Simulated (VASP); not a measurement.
# SiC: single point with PBE

SiC:

```xyz
2
Lattice="0.0000 1.8993 1.8993 1.8993 0.0000 1.8993 1.8993 1.8993 0.0000" Properties=species:S:1:pos:R:3 pbc="T T T"
C     0.0000    0.0000    0.0000
Si    1.8993    1.8993    1.8993
```

```
Program             : VASP 6.6.1
Task                : single point
Functional          : PBE
Potentials or basis : VASP PAW PBE potentials, release 64 (C, Si)
Cutoff              : 600 eV
k mesh              : 16 × 16 × 16
Occupations         : gaussian, width 0.02 eV
Spin                : no spin polarisation
```

```json
{
 "Pressure": "74.7 GPa",
 "Band gap on the k mesh": "0.45 eV (least direct gap 5.57 eV)"
}
```

Levels at points of the mesh, in eV from the valence-band top:
| k point | band 1 | band 2 | band 3 | band 4 | band 5 | band 6 | band 7 | band 8 | band 9 |
| --- | --- | --- | --- | --- | --- | --- | --- | --- | --- |
| (0.00, 0.00, 0.00) | -20.86 | -0.01 | -0.01 | -0.01 | 8.97 | 8.97 | 8.97 | 11.20 | 14.86 |
| (0.50, 0.00, 0.00) | -14.87 | -13.19 | -1.62 | -1.62 | 6.20 | 6.20 | 7.15 | 11.83 | 17.10 |
| (0.50, 0.50, 0.00) | -12.56 | -11.67 | -5.12 | -5.12 | 0.45 | 1.57 | 17.78 | 17.83 | 17.83 |

It took 14 s on 1 thread of Intel(R) Xeon(R) Platinum 8259CL CPU @ 2.50GHz (Skylake/Cascade Lake) (shared host), peak memory 0.15 GiB.

Caveat: the cell stands under pressure. A k mesh can miss the band edges.
